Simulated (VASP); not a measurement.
Runs of VASP 6.6.1 on KCl. The structure is that of space group Fm-3m (No. 225), or close to it. The cells are those of the table. 

```tsv
task	cell	k mesh	cutoff (eV)	smearing	gap on the mesh (eV)	pressure (GPa)
single point	a = 4.682 Å, angles 60.0, 60.0, 90.0°, 2 atoms	6 × 6 × 6	520	gaussian 0.01 eV	5.34	-2.0
single point	a = 4.239 Å, angles 60.0, 60.0, 90.0°, 2 atoms	6 × 6 × 6	520	gaussian 0.01 eV	(a)	4.0
single point	a = 4.450 Å, angles 60.0, 60.0, 90.0°, 2 atoms	6 × 6 × 6	520	gaussian 0.01 eV	5.83	0.0
relaxation of cell and atoms	relaxed from a = 4.450 Å, angles 60.0, 60.0, 90.0°, 2 atoms	10 × 10 × 10	600	fermi-dirac 0.08 eV	5.83	0.0
single point	a = 4.142 Å, angles 60.0, 60.0, 90.0°, 2 atoms	6 × 6 × 6	520	gaussian 0.01 eV	(c)	(b)
single point	a = 4.326 Å, angles 60.0, 60.0, 90.0°, 2 atoms	6 × 6 × 6	520	gaussian 0.01 eV	6.15	2.0
single point	a = 4.069 Å, angles 60.0, 60.0, 90.0°, 2 atoms	6 × 6 × 6	520	gaussian 0.01 eV	6.60	10.0
```

Alike in all rows: level r2SCAN; potentials or basis VASP PAW PBE potentials, release 64 (K_sv, Cl); no spin polarisation.

Q: Estimate the missing entries.

A: (a) 6.40; (b) 7.0; (c) 6.71.

Caveats: the PAW data sets were made with another functional, which shifts forces and pressure a little.

A k mesh can miss the band edges.
